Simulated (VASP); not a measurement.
TmP2:

```
Tm P
1.0
     3.53081    0.00000    0.00000
    -1.76541    3.05778    0.00000
     0.00000    0.00000    7.25086
Tm P
1 2
Direct
  0.00000 0.00000 0.00000
  0.00000 0.00000 0.36457
  0.00000 0.00000 0.63543
```

The cell was built from a structure type or drawn by symmetry, and may not be a known phase.

```yaml
Program: VASP 6.6.1
Task: relaxation of cell and atoms
Functional: PBE
Potentials_or_basis: VASP PAW PBE potentials, release 64 (Tm_3, P), 4f in core
Cutoff: 500 eV
k_mesh: 18 × 18 × 6
Occupations: gaussian, width 0.1 eV
Spin: no spin polarisation
```

At the start: pressure 0.2 GPa; volume 26.09 Å³/atom.

How do energy, volume and symmetry change on relaxing?

Over 11 steps the energy falls by 3.4 meV/atom and the volume is 27.34 Å³/atom (+4.8 %); space group P6/mmm (No. 191, to 0.1 Å) before and after.

The path:
```csv
step,energy change (eV),largest force (eV/Å),pressure (GPa),volume (Å³)
1,0.0000,0.2187,0.20,78.28
2,-0.0006,0.3398,1.15,78.65
3,-0.0022,0.0750,0.71,78.49
4,-0.0052,0.1121,0.44,79.46
5,-0.0072,0.2182,-0.09,81.54
6,-0.0092,0.0948,-0.27,82.46
7,-0.0093,0.0750,-0.31,82.63
8,-0.0100,0.0912,0.04,82.13
9,-0.0100,0.0916,0.06,82.10
10,-0.0100,0.0992,-0.09,81.92
11,-0.0102,0.0047,-0.02,82.01
```

Final structure:
```cif
data_structure
_symmetry_space_group_name_H-M 'P 1'
_symmetry_Int_Tables_number 1
_cell_length_a 3.6177
_cell_length_b 3.6177
_cell_length_c 7.2356
_cell_angle_alpha 90.000
_cell_angle_beta 90.000
_cell_angle_gamma 120.000
_cell_volume 82.01
loop_
_atom_site_label
_atom_site_type_symbol
_atom_site_fract_x
_atom_site_fract_y
_atom_site_fract_z
_atom_site_occupancy
Tm1 Tm 0.00000 0.00000 0.00000 1
P1 P 0.00000 0.00000 0.36569 1
P2 P 0.00000 0.00000 0.63431 1
```
